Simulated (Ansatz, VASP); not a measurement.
## Two plane-wave programs on Ba

```
CELL_PARAMETERS angstrom
3.67808 -2.60515 0.03592
3.67808 2.60515 0.03592
0.07190 0.00000 7.46226
ATOMIC_POSITIONS crystal
Ba 0.72691 0.27309 0.25000
Ba 0.27309 0.72691 0.75000
```

Alike in both runs: task single point; functional PBEsol; k mesh 10 × 10 × 6; occupations gaussian, width 0.1 eV; no spin polarisation.

```csv
,VASP,Ansatz
version,VASP 6.6.1,Ansatz 0.2.0
potentials or method,"VASP PAW PBE potentials, release 64 (Ba_sv), cutoff 520 eV","scalar-relativistic, plane waves, PAW"
valence electrons in the cell,20,20
```

```tsv
	VASP	Ansatz	Ansatz less VASP
gap on the k mesh at the Fermi level (eV)	none	none	-
pressure (GPa)	-1.4	-1.4	-0.03
traceless stress, the component that is largest in VASP (GPa)	0.10	0.10	0.000
rms of the force components (eV/Å)	0.082	0.081	-0.0007
```

VASP's potentials were made for PBE, not for PBEsol. Atom by atom the forces differ by 0.001 eV/Å (rms over components). A gap of «none» marks a metal or a gap that the smearing closes.

Neither program's run includes spin-orbit coupling.
